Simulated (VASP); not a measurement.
# MgRh (Pm-3m) in VASP: further runs, part 2 of 2

VASP 6.6.1.

### 4 Vibrations by perturbation theory, LDA

This run uses another cell than the first one, of 14.18 Å³/atom.

Input file INCAR:

```
SYSTEM = MgRh
PREC = Accurate
ENCUT = 520
EDIFF = 1E-8
ISMEAR = -1
SIGMA = 0.15
LREAL = .FALSE.
LASPH = .TRUE.
NELM = 80
ALGO = Normal
ISIF = 2
LWAVE = .FALSE.
LCHARG = .FALSE.
IBRION = 8
NSW = 1
```

Input file KPOINTS:

```
Automatic mesh
0
G
  14 14 14
  0 0 0
```

Input file POSCAR:

```
MgRh
1.0
    3.0497045443      0.0000000000      0.0000000000
    0.0000000000      3.0497045443      0.0000000000
    0.0000000000      0.0000000000      3.0497045443
Mg Rh
1 1
Direct
    0.0000000000      0.0000000000      0.0000000000
    0.5000000000      0.5000000000      0.5000000000
```

Potentials or basis: VASP PAW LDA potentials, release 64 (Mg, Rh_pv).

Started as:

```
$ cat potpaw_LDA.64/Mg/POTCAR potpaw_LDA.64/Rh_pv/POTCAR > POTCAR
$ mpirun -np 1 vasp_std > vasp.out
```

OUTCAR:

```text
SYSTEM = MgRh
   PREC = Accurate
   ENCUT = 520
   EDIFF = 1E-8
   ISMEAR = -1
   LREAL = .FALSE.
   LASPH = .TRUE.
   NELM = 80
   ISIF = 2
   IBRION = 8
   NSW = 1

 ion  position               nearest neighbor table
   1  0.000  0.000  0.000-   2 2.64   2 2.64   2 2.64   2 2.64   2 2.64   2 2.64   2 2.64   2 2.64

   2  0.500  0.500  0.500-   1 2.64   1 2.64   1 2.64   1 2.64   1 2.64   1 2.64   1 2.64   1 2.64

  LATTYP: Found a simple cubic cell.
 ALAT       =     3.0497045443

  Lattice vectors:

 A1 = (   3.0497045443,   0.0000000000,   0.0000000000)
 A2 = (   0.0000000000,   3.0497045443,   0.0000000000)
 A3 = (   0.0000000000,   0.0000000000,   3.0497045443)

Analysis of symmetry for initial positions (statically):
=====================================================================
 Subroutine PRICEL returns:
 Original cell was already a primitive cell.

 Routine SETGRP: Setting up the symmetry group for a
 simple cubic supercell.

 Subroutine GETGRP returns: Found 48 space group operations
 (whereof 48 operations were pure point group operations)
 out of a pool of 48 trial point group operations.

The static configuration has the point symmetry O_h .

Analysis of symmetry for dynamics (positions and initial velocities):
=====================================================================
 Subroutine PRICEL returns:
 Original cell was already a primitive cell.

 Routine SETGRP: Setting up the symmetry group for a
 simple cubic supercell.

 Subroutine GETGRP returns: Found 48 space group operations
 (whereof 48 operations were pure point group operations)
 out of a pool of 48 trial point group operations.

The dynamic configuration has the point symmetry O_h .

 Subroutine INISYM returns: Found 48 space group operations
 (whereof 48 operations are pure point group operations),
 and found     1 'primitive' translations

----------------------------------------------------------------------------------------

                                     Primitive cell

  volume of cell :      28.3644

  direct lattice vectors                    reciprocal lattice vectors
     3.049704544  0.000000000  0.000000000     0.327900616  0.000000000  0.000000000
     0.000000000  3.049704544  0.000000000     0.000000000  0.327900616  0.000000000
     0.000000000  0.000000000  3.049704544     0.000000000  0.000000000  0.327900616

  length of vectors
     3.049704544  3.049704544  3.049704544     0.327900616  0.327900616  0.327900616

  position of ions in fractional coordinates (direct lattice)
     0.000000000  0.000000000  0.000000000
     0.500000000  0.500000000  0.500000000

  ion indices of the primitive-cell ions
   primitive index   ion index
                 1           1
                 2           2

[... 132 lines left out ...]
      3     -37.9928      2.00000
      4      -0.1976      2.00000
      5       3.8858      2.00000
      6       3.8858      2.00000
      7       6.8183      1.70167
      8       6.8183      1.70167
      9       6.8183      1.70167
     10      15.5681      0.00000
     11      15.5681      0.00000
     12      15.5681      0.00000
[... 331 lines left out ...]
 k-point    24 :       0.3571    0.2143    0.0000
  band No.  band energies     occupation
      1     -38.0805      2.00000
      2     -38.0288      2.00000
      3     -37.9821      2.00000
      4       2.4686      2.00000
      5       4.1969      2.00000
      6       4.9056      2.00000
      7       5.9201      1.99912
      8       5.9399      1.99900
      9       6.4655      1.96716
     10      10.1968      0.00000
     11      14.5426      0.00000
     12      17.3135      0.00000

 [... further k-points ...]
[... 5 lines left out ...]
  --------------------------------------------------------------------------------------
  -------------------------------------------------------------------------------------
  Total       -0.0543053     -0.0543053     -0.0543053      0.0000000     -0.0000000      0.0000000
  in kB       -3.0674630     -3.0674630     -3.0674630      0.0000000     -0.0000000      0.0000000
  external PRESSURE =      -3.0674630 kB  Pullay stress =       0.0000000 kB

 VOLUME and BASIS-vectors are now :
 -----------------------------------------------------------------------------
  energy-cutoff  :      520.00
  volume of cell :       28.36
      direct lattice vectors                 reciprocal lattice vectors
     3.049704544  0.000000000  0.000000000     0.327900616  0.000000000  0.000000000
     0.000000000  3.049704544  0.000000000     0.000000000  0.327900616  0.000000000
     0.000000000  0.000000000  3.049704544     0.000000000  0.000000000  0.327900616

 POSITION                                       TOTAL-FORCE (eV/Angst)
 -----------------------------------------------------------------------------------
      0.00000      0.00000      0.00000         0.000000      0.000000      0.000000
      1.52485      1.52485      1.52485         0.000000      0.000000      0.000000
 -----------------------------------------------------------------------------------
    total drift:                                0.000000     -0.000000     -0.000000

  FREE ENERGIE OF THE ION-ELECTRON SYSTEM (eV)
  ---------------------------------------------------
  free  energy   TOTEN  =       -11.5555641966 eV

  energy  without entropy=      -11.4586281693  energy(sigma->0) =      -11.50709618

[... ionic steps 2 to 3 ...]

--------------------------------------- Ionic step        4  -------------------------------------------

------------------------ aborting loop because EDIFF is reached ----------------------------------------

[... ionic steps 5 to 6 ...]

--------------------------------------- Ionic step        7  -------------------------------------------

 Free energy of the ion-electron system (eV)
  ---------------------------------------------------
  ---------------------------------------------------
  free energy    TOTEN  =        -0.50342283 eV

  energy without entropy =       -0.50342281

------------------------ aborting loop because EDIFF is reached ----------------------------------------

 INTERNAL STRAIN TENSOR  FOR ION    2  DIRECTION 1   (eV/Angst):
 -----------------------------------------------------------------------------
     0.03897  0.00000  0.00000
     0.00000 -0.00560  0.00000
    -0.00000  0.00000 -0.00560

 INTERNAL STRAIN TENSOR FOR ION    2 for displacements in x,y,z  (eV/Angst):
          X           Y           Z          XY          YZ          ZX
  --------------------------------------------------------------------------------
  x     0.00000     0.00000     0.00000     0.00000     0.00000     0.00000
  y     0.00000     0.00000     0.00000     0.00000     0.00000     0.00000
  z     0.00000     0.00000     0.00000     0.00000     0.00000     0.00000

 SECOND DERIVATIVES (NOT SYMMETRIZED)
 ------------------------------------
               1X          1Y          1Z          2X          2Y          2Z
  1X    -6.272449   -0.000000    0.000000    6.272449    0.000000   -0.000000
  1Y     0.000000   -6.272449   -0.000000   -0.000000    6.272449    0.000000
  1Z    -0.000000   -0.000000   -6.272449    0.000000    0.000000    6.272449
  2X     6.278482    0.000000    0.000000   -6.278482   -0.000000   -0.000000
  2Y     0.000000    6.278482   -0.000000   -0.000000   -6.278482    0.000000
  2Z    -0.000000   -0.000000    6.278482    0.000000    0.000000   -6.278482

 Eigenvectors and eigenvalues of the dynamical matrix
 ----------------------------------------------------

   1 f  =    8.830868 THz    55.485979 2PiTHz  294.566046 cm-1    36.521519 meV
             X         Y         Z           dx          dy          dz
      0.000000  0.000000  0.000000    -0.899328   -0.000000   -0.000000
      1.524852  1.524852  1.524852     0.437275    0.000000    0.000000
[... 21 lines left out ...]
   6 f/i=    0.001669 THz     0.010488 2PiTHz    0.055679 cm-1     0.006903 meV
             X         Y         Z           dx          dy          dz
      0.000000  0.000000  0.000000    -0.000000   -0.437275   -0.000000
      1.524852  1.524852  1.524852    -0.000000   -0.899328    0.000000

--------------------------------------------------------------------------------------------------------

 ELASTIC MODULI CONTR FROM IONIC RELAXATION (kBar)
 Direction    XX          YY          ZZ          XY          YZ          ZX
 --------------------------------------------------------------------------------
 XX           0.0000      0.0000      0.0000      0.0000      0.0000      0.0000
 YY           0.0000      0.0000      0.0000      0.0000      0.0000      0.0000
 ZZ           0.0000      0.0000      0.0000      0.0000      0.0000      0.0000
 XY           0.0000      0.0000      0.0000      0.0000      0.0000      0.0000
 YZ           0.0000      0.0000      0.0000      0.0000      0.0000      0.0000
 ZX           0.0000      0.0000      0.0000      0.0000      0.0000      0.0000
 --------------------------------------------------------------------------------
```

OSZICAR:

```text
N       E                     dE             d eps       ncg     rms          rms(c)
DAV:   1     0.117385253338E+03    0.11739E+03   -0.10527E+04  3064   0.138E+03
DAV:   2    -0.980534337406E+01   -0.12719E+03   -0.12141E+03  3048   0.352E+02
DAV:   3    -0.118663137849E+02   -0.20610E+01   -0.20267E+01  3328   0.500E+01
DAV:   4    -0.118780384599E+02   -0.11725E-01   -0.11720E-01  3100   0.393E+00
[... 40 lines left out ...]
RMM:  10    -0.503422209093E+00   -0.10089E-05   -0.13078E-07 12356   0.399E-04    0.289E-05
RMM:  11    -0.503422804819E+00   -0.59573E-06    0.83135E-08 12279   0.194E-04    0.485E-06
RMM:  12    -0.503422804781E+00    0.37302E-10    0.24210E-07 12800   0.105E-04    0.225E-06
RMM:  13    -0.503422820939E+00   -0.16158E-07    0.10911E-07 12027   0.767E-05    0.838E-07
RMM:  14    -0.503422829428E+00   -0.84889E-08    0.28074E-08 11139   0.580E-05    0.413E-07
 Linear response finished
```

Run time: 4.1 min. Hardware: 1 thread of Intel Xeon 8259CL, shared host; peak memory 0.34 GiB.

What came out:

| Item | Value |
| --- | --- |
| Highest phonon frequency at Γ | 295 cm⁻¹ |

Phonon frequencies in cm⁻¹ (negative: imaginary):
| q point | frequencies |
| --- | --- |
| (0.000, 0.000, 0.000) | 0 0 0 295 295 295 |

### 5 Elastic constants, LDA

Input file INCAR:

```
PREC = Accurate
ENCUT = 600
EDIFF = 1E-8
ISMEAR = -1
SIGMA = 0.15
LREAL = F
LASPH = T
NELM = 100
ALGO = Normal
ISIF = 3
LWAVE = F
LCHARG = T
IBRION = 6
NFREE = 2
POTIM = 0.015
NSW = 1
```

Input file KPOINTS:

```
Automatic mesh
0
Gamma
  14 14 14
```

Input file POSCAR:

```
MgRh
1.0
    2.9168639323      0.0000000000      0.0000000000
    0.0000000000      2.9168639323      0.0000000000
    0.0000000000      0.0000000000      2.9168639323
Mg Rh
1 1
Direct
    0.0000000000      0.0000000000      0.0000000000
    0.5000000000      0.5000000000      0.5000000000
```

Started as:

```
$ cat potpaw_LDA.64/Mg/POTCAR potpaw_LDA.64/Rh_pv/POTCAR > POTCAR
$ mpirun -np 1 vasp_std > vasp.out
```

It took 21 min on 1 thread of Intel Xeon 8259CL, shared host; peak memory 0.58 GiB.

The run converged. Its results:

* Elastic constants C11, C12, C44: 309, 175, 127 GPa
* Voigt bulk modulus: 220 GPa
* Highest phonon frequency at Γ: 364 cm⁻¹

Phonon frequencies in cm⁻¹ (negative: imaginary):
| q point | frequencies |
| --- | --- |
| (0.000, 0.000, 0.000) | 0 0 0 364 364 364 |

Elastic tensor in Voigt notation (GPa, in the Cartesian axes of the cell as first typed):
```
309 175 175   0   0   0
175 309 175   0   0   0
175 175 309   0   0   0
  0   0   0 127   0   0
  0   0   0   0 127   0
  0   0   0   0   0 127
```

Clamped-ion elastic tensor (GPa):
```
309 175 175   0   0   0
175 309 175   0   0   0
175 175 309   0   0   0
  0   0   0 127   0   0
  0   0   0   0 127   0
  0   0   0   0   0 127
```

Caveat: the cell is under stress, which shifts elastic constants.

### 6 Vibrations by perturbation theory, LDA

This run uses another cell than the first one, of 14.18 Å³/atom.

Input file INCAR:

```
SYSTEM = MgRh
PREC = Accurate
ENCUT = 520
EDIFF = 1E-8
ISMEAR = -1
SIGMA = 0.15
LREAL = .FALSE.
LASPH = .TRUE.
NELM = 80
ALGO = Normal
ISIF = 2
LWAVE = .FALSE.
LCHARG = .FALSE.
IBRION = 8
NSW = 1
```

Input file KPOINTS:

```
Automatic mesh
0
G
  14 14 14
  0 0 0
```

Input file POSCAR:

```
MgRh
1.0
    3.0497045441      0.0000000000      0.0000000000
    0.0000000000      3.0497045441      0.0000000000
    0.0000000000      0.0000000000      3.0497045441
Mg Rh
1 1
Direct
    0.0000000000      0.0000000000      0.0000000000
    0.5000000000      0.5000000000      0.5000000000
```

Potentials or basis: VASP PAW LDA potentials, release 64 (Mg, Rh_pv).

Started as:

```
$ cat potpaw_LDA.64/Mg/POTCAR potpaw_LDA.64/Rh_pv/POTCAR > POTCAR
$ mpirun -np 1 vasp_std > vasp.out
```

OUTCAR:

```text
SYSTEM = MgRh
   PREC = Accurate
   ENCUT = 520
   EDIFF = 1E-8
   ISMEAR = -1
   LREAL = .FALSE.
   LASPH = .TRUE.
   NELM = 80
   ISIF = 2
   IBRION = 8
   NSW = 1

 ion  position               nearest neighbor table
   1  0.000  0.000  0.000-   2 2.64   2 2.64   2 2.64   2 2.64   2 2.64   2 2.64   2 2.64   2 2.64

   2  0.500  0.500  0.500-   1 2.64   1 2.64   1 2.64   1 2.64   1 2.64   1 2.64   1 2.64   1 2.64

  LATTYP: Found a simple cubic cell.
 ALAT       =     3.0497045441

[... 617 lines left out ...]
               1X          1Y          1Z          2X          2Y          2Z
  1X    -6.272460   -0.000000    0.000000    6.272460    0.000000   -0.000000
  1Y    -0.000000   -6.272460   -0.000000    0.000000    6.272460    0.000000
  1Z     0.000000    0.000000   -6.272460   -0.000000   -0.000000    6.272460
  2X     6.277877   -0.000000    0.000000   -6.277877    0.000000    0.000000
  2Y    -0.000000    6.277877    0.000000    0.000000   -6.277877   -0.000000
  2Z    -0.000000   -0.000000    6.277877    0.000000    0.000000   -6.277877

 Eigenvectors and eigenvalues of the dynamical matrix
 ----------------------------------------------------

   1 f  =    8.830793 THz    55.485506 2PiTHz  294.563534 cm-1    36.521207 meV
             X         Y         Z           dx          dy          dz
      0.000000  0.000000  0.000000    -0.899336    0.000000   -0.000000
      1.524852  1.524852  1.524852     0.437257   -0.000000    0.000000
[... 21 lines left out ...]
   6 f/i=    0.001499 THz     0.009416 2PiTHz    0.049990 cm-1     0.006198 meV
             X         Y         Z           dx          dy          dz
      0.000000  0.000000  0.000000     0.000000    0.000000   -0.437257
      1.524852  1.524852  1.524852    -0.000000    0.000000   -0.899336

--------------------------------------------------------------------------------------------------------

 ELASTIC MODULI CONTR FROM IONIC RELAXATION (kBar)
 Direction    XX          YY          ZZ          XY          YZ          ZX
 --------------------------------------------------------------------------------
 XX           0.0000      0.0000      0.0000      0.0000      0.0000      0.0000
 YY           0.0000      0.0000      0.0000      0.0000      0.0000      0.0000
 ZZ           0.0000      0.0000      0.0000      0.0000      0.0000      0.0000
 XY           0.0000      0.0000      0.0000      0.0000      0.0000      0.0000
 YZ           0.0000      0.0000      0.0000      0.0000      0.0000      0.0000
 ZX           0.0000      0.0000      0.0000      0.0000      0.0000      0.0000
 --------------------------------------------------------------------------------
```

OSZICAR:

```text
N       E                     dE             d eps       ncg     rms          rms(c)
DAV:   1     0.117385253354E+03    0.11739E+03   -0.10527E+04  3064   0.138E+03
DAV:   2    -0.980534337398E+01   -0.12719E+03   -0.12141E+03  3048   0.352E+02
DAV:   3    -0.118663137852E+02   -0.20610E+01   -0.20267E+01  3328   0.500E+01
DAV:   4    -0.118780384599E+02   -0.11725E-01   -0.11720E-01  3100   0.393E+00
[... 43 lines left out ...]
RMM:  14    -0.503422843200E+00   -0.78568E-08   -0.16203E-07 12110   0.116E-04    0.325E-07
RMM:  15    -0.503422844807E+00   -0.16068E-08   -0.12835E-07  5867   0.107E-04    0.473E-07
RMM:  16    -0.503422849602E+00   -0.47957E-08   -0.10282E-07  6771   0.103E-04    0.351E-07
RMM:  17    -0.503422852446E+00   -0.28439E-08   -0.92087E-08  8662   0.100E-04    0.831E-08
 Linear response finished
```

stdout:

```text
POSCAR found type information on POSCAR MgRh
 POSCAR found :  2 types and       2 ions
 scaLAPACK will be used
 LDA part: xc-table for (Slater(with rela. corr.)+CA(PZ))
 , standard interpolation
 POSCAR, INCAR and KPOINTS ok, starting setup
 FFT: planning ... GRIDC
 FFT: planning ... GRID_SOFT
 FFT: planning ... GRID
 WAVECAR not read
 entering main loop
 Linear response reoptimize wavefunctions to high precision
 Linear response DOF=           2
 Linear response progress:
 first order change of Fermi-energy  -0.22606E-03
 force on displaced ion       1 direction 1 :  -6.272  -0.000   0.000
 Linear response progress:
 first order change of Fermi-energy   0.12452E-02
 force on displaced ion       2 direction 1 :  -6.278  -0.000  -0.000
 Linear response finished
```

Run time: 5.6 min. Hardware: 1 thread of Oxide Virtual Turin-like, shared host; peak memory 0.34 GiB.

What came out:

```yaml
Highest_phonon_frequency_at_Γ: 295 cm⁻¹
```

Phonon frequencies in cm⁻¹ (negative: imaginary):
```tsv
q point	frequencies
(0.000, 0.000, 0.000)	0 0 0 295 295 295
```
